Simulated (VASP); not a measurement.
# Sb3Br (Fm-3m) in VASP: a series of runs, part 2 of 2

VASP 6.6.1.

### 3 Relaxation of cell and atoms, PBE

This run uses another cell than the first one, of 26.92 Å³/atom.

File INCAR:

```
  PREC = Accurate
  ENCUT = 600
  EDIFF = 1E-6
  ISMEAR = 0
  SIGMA = 0.1
  LREAL = F
  LASPH = T
  NELM = 60
  ALGO = Normal
  ISIF = 3
  LWAVE = F
  LCHARG = F
  GGA = PE
  IBRION = 2
  NSW = 100
  EDIFFG = -0.01
```

File KPOINTS:

```
Automatic mesh
0
Gamma
  10 10 10
```

File POSCAR:

```
Sb3Br
1.0
    0.0000000000      3.7759780653      3.7759780653
    3.7759780653      0.0000000000      3.7759780653
    3.7759780653      3.7759780653      0.0000000000
Sb Br
3 1
Direct
    0.2500000000      0.2500000000      0.2500000000
    0.7500000000      0.7500000000      0.7500000000
    0.5000000000      0.5000000000      0.5000000000
    0.0000000000      0.0000000000      0.0000000000
```

Potentials or basis: VASP PAW PBE potentials, release 64 (Sb, Br).

Launch:

```sh
$ cat potpaw_PBE.64/Sb/POTCAR potpaw_PBE.64/Br/POTCAR > POTCAR
$ mpirun -np 1 vasp_std > vasp.out
```

OUTCAR:

```text
PREC = Accurate
   ENCUT = 600
   EDIFF = 1E-6
   ISMEAR = 0
   LREAL = F
   LASPH = T
   NELM = 60
   ISIF = 3
   GGA = PE
   IBRION = 2
   NSW = 100
   EDIFFG = -0.01

 ion  position               nearest neighbor table
   1  0.250  0.250  0.250-   4 3.27   4 3.27   4 3.27   3 3.27   4 3.27   3 3.27   3 3.27   3 3.27
                             2 3.78   2 3.78   2 3.78   2 3.78   2 3.78   2 3.78
   2  0.750  0.750  0.750-   3 3.27   3 3.27   3 3.27   3 3.27   4 3.27   4 3.27   4 3.27   4 3.27
                             1 3.78   1 3.78   1 3.78   1 3.78   1 3.78   1 3.78
   3  0.500  0.500  0.500-   1 3.27   1 3.27   1 3.27   1 3.27   2 3.27   2 3.27   2 3.27   2 3.27

   4  0.000  0.000  0.000-   2 3.27   2 3.27   2 3.27   1 3.27   2 3.27   1 3.27   1 3.27   1 3.27

  LATTYP: Found a face centered cubic cell.
 ALAT       =     7.5519561306

  Lattice vectors:

 A1 = (   0.0000000000,   3.7759780653,   3.7759780653)
 A2 = (   3.7759780653,   0.0000000000,   3.7759780653)
 A3 = (   3.7759780653,   3.7759780653,   0.0000000000)

Analysis of symmetry for initial positions (statically):
=====================================================================
 Subroutine PRICEL returns:
 Original cell was already a primitive cell.

 Routine SETGRP: Setting up the symmetry group for a
 face centered cubic supercell.

 Subroutine GETGRP returns: Found 48 space group operations
 (whereof 48 operations were pure point group operations)
 out of a pool of 48 trial point group operations.

The static configuration has the point symmetry O_h .

Analysis of symmetry for dynamics (positions and initial velocities):
=====================================================================
 Subroutine PRICEL returns:
 Original cell was already a primitive cell.

 Routine SETGRP: Setting up the symmetry group for a
 face centered cubic supercell.

 Subroutine GETGRP returns: Found 48 space group operations
 (whereof 48 operations were pure point group operations)
 out of a pool of 48 trial point group operations.

The dynamic configuration has the point symmetry O_h .

 Subroutine INISYM returns: Found 48 space group operations
 (whereof 48 operations are pure point group operations),
 and found     1 'primitive' translations

----------------------------------------------------------------------------------------
[... 117 lines left out ...]
     AMIX_MAG =   1.60;   BMIX_MAG =  1.00
  volume/ion in A,a.u.               =      26.92       181.66
  Fermi-wavevector in a.u.,A,eV,Ry     =   0.964220  1.822112 12.649619  0.929721
  Thomas-Fermi vector in A             =   2.093833
   LORBIT       =      0    0 simple, 1 ext, 2 COOP (PROOUT), +10 PAW based schemes
   GGA     = PE    functional components
   LHFCALC =     F    Hartree Fock is set to
   AEXX    =    0.0000 exact exchange contribution
   IVDW    =     0    specifies the selected vdW correction
   LEPSILON=     F    determine dielectric tensor
   LRPA    =     F    only Hartree local field effects (RPA)
 conjugate gradient relaxation of ions
 non-spin polarized calculation
 Gauss-broadening in eV      SIGMA  =   0.10
  energy-cutoff  :      600.00
  volume of cell :      107.68
 maximum number of plane-waves:      3647
 NGX is ok and might be reduce to    48
   NGX = 21   NGY = 21   NGZ = 21

--------------------------------------- Ionic step        1  -------------------------------------------

 number of electron      22.0000001 magnetization

 Free energy of the ion-electron system (eV)
  ---------------------------------------------------
  ext. energy  EPLUGINS =         0.00000000
  ---------------------------------------------------
  free energy    TOTEN  =       -13.43671840 eV

  energy without entropy =      -13.42010394  energy(sigma->0) =      -13.42841117

 E-fermi :   7.2588     XC(G=0):  -9.9943

 val. band max:        7.1788249305   @ k =   0.2000   0.0000   0.0000
 cond. band min:       7.2657554628   @ k =  -0.4000   0.3000   0.1000
 fundamental gap:      0.0869305324
 Fermi energy:         7.2588085020

 k-point     1 :       0.0000    0.0000    0.0000
  band No.  band energies     occupation
      1      -8.6530      2.00000
      2      -4.0199      2.00000
      3      -0.6458      2.00000
      4       0.9503      2.00000
      5       2.9405      2.00000
      6       2.9405      2.00000
      7       2.9405      2.00000
      8       4.6242      2.00000
      9       4.6242      2.00000
     10       4.6242      2.00000
     11       5.1009      2.00000
     12       5.1009      2.00000
     13       5.1009      2.00000
     14      10.5349      0.00000
[... 490 lines left out ...]
--------------------------------------- Ionic step        3  -------------------------------------------

 number of electron      22.0000001 magnetization

 Free energy of the ion-electron system (eV)
  ---------------------------------------------------
  ext. energy  EPLUGINS =         0.00000000
  ---------------------------------------------------
  free energy    TOTEN  =       -13.43784073 eV

  energy without entropy =      -13.42156906  energy(sigma->0) =      -13.42970489

 E-fermi :   7.3613     XC(G=0): -10.0298

 val. band max:        7.2773400202   @ k =   0.2000   0.0000   0.0000
 cond. band min:       7.3660785291   @ k =  -0.4000   0.3000   0.1000
 fundamental gap:      0.0887385089
 Fermi energy:         7.3612949126

 k-point     1 :       0.0000    0.0000    0.0000
  band No.  band energies     occupation
      1      -8.5952      2.00000
      2      -3.9532      2.00000
      3      -0.5386      2.00000
      4       1.0785      2.00000
      5       3.0011      2.00000
      6       3.0011      2.00000
      7       3.0011      2.00000
      8       4.6940      2.00000
      9       4.6940      2.00000
     10       4.6940      2.00000
     11       5.1802      2.00000
     12       5.1802      2.00000
     13       5.1802      2.00000
     14      10.6124      0.00000
[... 446 lines left out ...]
  FREE ENERGIE OF THE ION-ELECTRON SYSTEM (eV)
  ---------------------------------------------------
  free  energy   TOTEN  =       -13.4378407307 eV

  energy  without entropy=      -13.4215690564  energy(sigma->0) =      -13.42970489

 reached required accuracy - stopping structural energy minimisation
```

CONTCAR:

```text
Sb3Br
   1.00000000000000
    -0.0000000000000000    3.7659544165856254    3.7659544165856254
     3.7659544165856254   -0.0000000000000000    3.7659544165856254
     3.7659544165856254    3.7659544165856254   -0.0000000000000000
  Sb              Br
     3     1
Direct
     0.2500000000000000    0.2500000000000000    0.2500000000000000
     0.7500000000000000    0.7500000000000000    0.7500000000000000
     0.5000000000000000    0.5000000000000000    0.5000000000000000
     0.0000000000000000    0.0000000000000000    0.0000000000000000

  0.00000000E+00  0.00000000E+00  0.00000000E+00
  0.00000000E+00  0.00000000E+00  0.00000000E+00
  0.00000000E+00  0.00000000E+00  0.00000000E+00
  0.00000000E+00  0.00000000E+00  0.00000000E+00
```

Wall time 5.4 min (1 thread of Oxide Virtual Turin-like, shared host); peak memory 0.36 GiB.

What came out:

```yaml
Free_energy: -13.4378 eV
Relaxed_volume: 26.71 Å³/atom
Relaxed_cell: a = 5.326 Å, b = 5.326 Å, c = 5.326 Å, α = 60.00°, β = 60.00°, γ = 60.00°
Space_group_after_relaxing_to_0.1_Å: Fm-3m (No. 225)
Energy_gained_by_relaxing: 0.3 meV/atom
Ionic_steps: 3
Pressure_after_relaxing: 0.0 GPa
Band_gap_on_the_k_mesh: zero (bands 11 and 12 overlap by 2.96 eV)
```

Step by step:
```
step  energy change (eV)  largest force (eV/Å)  pressure (GPa)  volume (Å³)
   1              0.0000                0.0000           -0.41       107.68
   2             -0.0010                0.0000            0.11       106.60
   3             -0.0011                0.0000            0.01       106.82
```

Final structure:
```yaml
crystal:
  lattice:
    - [0.00000, 3.76595, 3.76595]
    - [3.76595, 0.00000, 3.76595]
    - [3.76595, 3.76595, 0.00000]
  atoms:
    - { symbol: Sb, position: [0.25000, 0.25000, 0.25000] }
    - { symbol: Sb, position: [0.75000, 0.75000, 0.75000] }
    - { symbol: Sb, position: [0.50000, 0.50000, 0.50000] }
    - { symbol: Br, position: [0.00000, 0.00000, 0.00000] }
```

Levels at points of the mesh, in eV from the Fermi level:
```
           k point  band 8  band 9  band 10  band 11  band 12  band 13  band 14  band 15
(0.00, 0.00, 0.00)   -2.67   -2.67    -2.67    -2.18    -2.18    -2.18     3.25     3.25
(0.50, 0.00, 0.00)   -3.51   -3.14    -1.82     0.09     0.09     1.46     1.85     1.85
(0.50, 0.50, 0.00)   -1.60   -1.60    -1.25     0.78     0.78     0.84     1.78     3.14
```

Caveat: spin-orbit coupling is left out, which moves the levels of the heavy elements.

The gap in the log of VASP goes by the Fermi energy; the results here count the filled bands.